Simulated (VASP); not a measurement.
A run of VASP 6.6.1:

Contents of INCAR:

```
  PREC = Accurate
  ENCUT = 520
  EDIFF = 1E-7
  ISMEAR = -1
  SIGMA = 0.1
  LREAL = False
  LASPH = True
  NELM = 80
  ALGO = Normal
  ISIF = 2
  LWAVE = False
  LCHARG = False
  GGA = PE
  IVDW = 12
  NBANDS = 90
```

Contents of KPOINTS:

```
Automatic mesh
0
Gamma
  2 2 2
```

Contents of POSCAR:

```
Zn
1.0
    5.3200000000      0.0000000000      0.0000000000
   -3.9900000000      6.9108830000      0.0000000000
    0.0000000000      0.0000000000      4.9369600000
Zn
13
Direct
    0.0086709647     -0.0017219218     -0.0003848522
    0.1535459214      0.2159058401      0.4442004796
   -0.0487565955      0.2747405795     -0.0717040446
    0.2274157998      0.5765543998      0.5314201452
    0.0124607554      0.6640830123      0.0066032538
    0.0572979779      0.7954699855      0.4494263676
    0.5239979664     -0.0286794032      0.1091764973
    0.8293064747      0.3266442219      0.3163687775
    0.4608864248      0.3323598446     -0.0292690239
    0.6037328020      0.5096888487      0.5841246435
    0.5748609284      0.6730977793      0.0861258750
    0.6555686865      0.8984524843      0.5746248704
    0.4372644358      0.0992347866      0.6573478416
```

Potentials or basis: VASP PAW PBE potentials, release 64 (Zn).

Command:

```console
$ cat potpaw_PBE.64/Zn/POTCAR > POTCAR
$ mpirun -np 1 vasp_std > vasp.out
```

Hardware: 1 thread of Intel(R) Xeon(R) Platinum 8259CL CPU @ 2.50GHz (Skylake/Cascade Lake), with other jobs on the host.

Q: How long does it take, and how much memory?

A: It took 2.9 min on 1 thread of Intel(R) Xeon(R) Platinum 8259CL CPU @ 2.50GHz (Skylake/Cascade Lake) (shared host), peak memory 0.33 GiB. Counts: scf iterations 17, k points 8.
